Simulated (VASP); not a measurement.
Ge: single point with PBE

The system is Ge.

```xyz
2
Lattice="0.0000 2.6510 2.9929 2.6510 0.0000 2.9929 2.6510 2.6510 0.0000" Properties=species:S:1:pos:R:3 pbc="T T T"
Ge    2.6510    2.6510    2.9929
Ge    3.9764    3.9764    4.4894
```

This cell differs from its parent crystal: volume 21.033 Å^3 an atom, c/a of the conventional cell 1.1290.

```
Program             : VASP 6.6.1
Task                : single point
Functional          : PBE
Potentials or basis : VASP PAW PBE potentials, release 64 (Ge_d)
Cutoff              : 520 eV
k mesh              : 14 × 14 × 14
Occupations         : gaussian, width 0.15 eV
Spin                : no spin polarisation
```

```yaml
Pressure: 10.0 GPa
Band_gap_on_the_k_mesh: zero (band 14 reaches 6.12 eV, above the bottom of band 15 at 5.83 eV)
```

Stress tensor (GPa, compression positive):
```
13.56  0.00  0.00
 0.00 13.56  0.00
 0.00  0.00  2.96
```

Levels at points of the mesh, in eV from the Fermi level:
```csv
k point,band 11,band 12,band 13,band 14,band 15,band 16,band 17,band 18
"(0.00, 0.00, 0.00)",-13.50,-0.91,0.22,0.22,0.38,2.31,2.31,2.88
"(0.50, 0.00, 0.00)",-11.20,-8.11,-2.29,-1.03,-0.08,3.60,4.06,7.15
"(0.50, 0.50, 0.00)",-9.77,-9.77,-2.84,-2.84,1.23,1.23,9.83,9.83
"(0.50, 0.00, 0.50)",-9.09,-9.09,-3.74,-3.74,0.17,0.17,9.11,9.11
```

Run time: 81 s on 1 thread of Intel(R) Xeon(R) 6975P-C (Granite Rapids), on a shared host, peak memory 0.28 GiB.
